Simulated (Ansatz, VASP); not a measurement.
One calculation of Al9N, two programs

The input INCAR:

```
PREC = Accurate ; ENCUT = 520
EDIFF = 1E-6 ; ISMEAR = 0
SIGMA = 0.1 ; LREAL = Auto
LASPH = True ; NELM = 80
ALGO = Normal ; ISIF = 2
LWAVE = False ; LCHARG = True
LDIPOL = True ; IDIPOL = 3
DIPOL = 0.5 0.5 0.300 ; GGA = PE
LELF = True ; LVHAR = True
LVACPOTAV = True ; NBANDS = 48
```

Contents of KPOINTS:

```
regular mesh
0
Gamma
  5 3 1
```

The input POSCAR:

```
Al9N
1.0
    5.7070863110      0.0000000000      0.0000000000
   -1.4267715777      9.7014842372      0.0000000000
    0.0000000000      0.0000000000     22.7903703877
Al N
18 2
Direct
    0.2662216041      0.0648864163      0.1755127245
    0.7662216041      0.0648864163      0.1755127245
    0.3354806058      0.3419224231      0.2192029851
    0.8354806058      0.3419224231      0.2192029851
    0.1493324061      0.5973296244      0.2279410371
    0.6493324061      0.5973296244      0.2279410371
    0.4631842064      0.8527368258      0.2366790893
    0.9631842064      0.8527368258      0.2366790893
    0.0319772075      0.1277109158      0.2808262501
    0.5319772075      0.1277109158      0.2808262501
    0.0997917578      0.4042231245      0.3301071117
    0.5997917578      0.4042231245      0.3301071117
    0.4144000538      0.6596656467      0.3369822073
    0.9144000538      0.6596656467      0.3369822073
    0.2263076930      0.9110819227      0.3449259125
    0.7263076930      0.9110819227      0.3449259125
    0.2962427187      0.1814071959      0.3857054641
    0.7962427187      0.1814071959      0.3857054641
    0.2498348608      0.9110819227      0.4629310629
    0.7027805251      0.9110819227      0.4629310629
```

Input for Ansatz:

```yaml
crystal:
  lattice:
    - [5.707086311, 0.0, 0.0]
    - [-1.4267715777, 9.7014842372, 0.0]
    - [0.0, 0.0, 22.7903703877]
  atoms:
    - { symbol: Al, position: [0.2662216041, 0.0648864163, 0.1755127245] }
    - { symbol: Al, position: [0.7662216041, 0.0648864163, 0.1755127245] }
    - { symbol: Al, position: [0.3354806058, 0.3419224231, 0.2192029851] }
    - { symbol: Al, position: [0.8354806058, 0.3419224231, 0.2192029851] }
    - { symbol: Al, position: [0.1493324061, 0.5973296244, 0.2279410371] }
    - { symbol: Al, position: [0.6493324061, 0.5973296244, 0.2279410371] }
    - { symbol: Al, position: [0.4631842064, 0.8527368258, 0.2366790893] }
    - { symbol: Al, position: [0.9631842064, 0.8527368258, 0.2366790893] }
    - { symbol: Al, position: [0.0319772075, 0.1277109158, 0.2808262501] }
    - { symbol: Al, position: [0.5319772075, 0.1277109158, 0.2808262501] }
    - { symbol: Al, position: [0.0997917578, 0.4042231245, 0.3301071117] }
    - { symbol: Al, position: [0.5997917578, 0.4042231245, 0.3301071117] }
    - { symbol: Al, position: [0.4144000538, 0.6596656467, 0.3369822073] }
    - { symbol: Al, position: [0.9144000538, 0.6596656467, 0.3369822073] }
    - { symbol: Al, position: [0.226307693, 0.9110819227, 0.3449259125] }
    - { symbol: Al, position: [0.726307693, 0.9110819227, 0.3449259125] }
    - { symbol: Al, position: [0.2962427187, 0.1814071959, 0.3857054641] }
    - { symbol: Al, position: [0.7962427187, 0.1814071959, 0.3857054641] }
    - { symbol: "N", position: [0.2498348608, 0.9110819227, 0.4629310629] }
    - { symbol: "N", position: [0.7027805251, 0.9110819227, 0.4629310629] }
basis:
  ecutwfc: 420
kpoints:
  mp_grid: { grid: [5, 3, 1] }
hamiltonian:
  xc: pbe
  pseudopotentials: { kind: paw, azcp: { folder: soft_1 } }
scf:
  occupations: { method: gaussian, width: 0.1 }
output:
  forces: true
  eigenvalues: true
efield:
  axis: 3
  dipole_correction: true
  ramp_width: 0.04
```

Alike in both runs: task single point; functional PBE; k mesh 5 × 3 × 1; occupations gaussian, width 0.1 eV; no spin polarisation.

|  | VASP | Ansatz |
| --- | --- | --- |
| version | VASP 6.6.1 | Ansatz 0.2.0 |
| potentials or method | VASP PAW PBE potentials, release 64 (Al, N), cutoff 520 eV | scalar-relativistic, plane waves, PAW |
| valence electrons in the cell | 64 | 64 |

Ansatz gave:

* gap on the k mesh at the Fermi level (eV): none
* rms of the force components (eV/Å): 0.653
* work function, face that differs most (eV): 4.21

Question: Which values does VASP return?

Answer: gap on the k mesh at the Fermi level (eV): none; rms of the force components (eV/Å): 0.652; work function, face that differs most (eV): 4.21.

Atom by atom the forces differ by 0.001 eV/Å (rms over components). A gap of «none» marks a metal or a gap that the smearing closes. With one functional, cell and mesh, what is left measures potentials, basis and numerics.
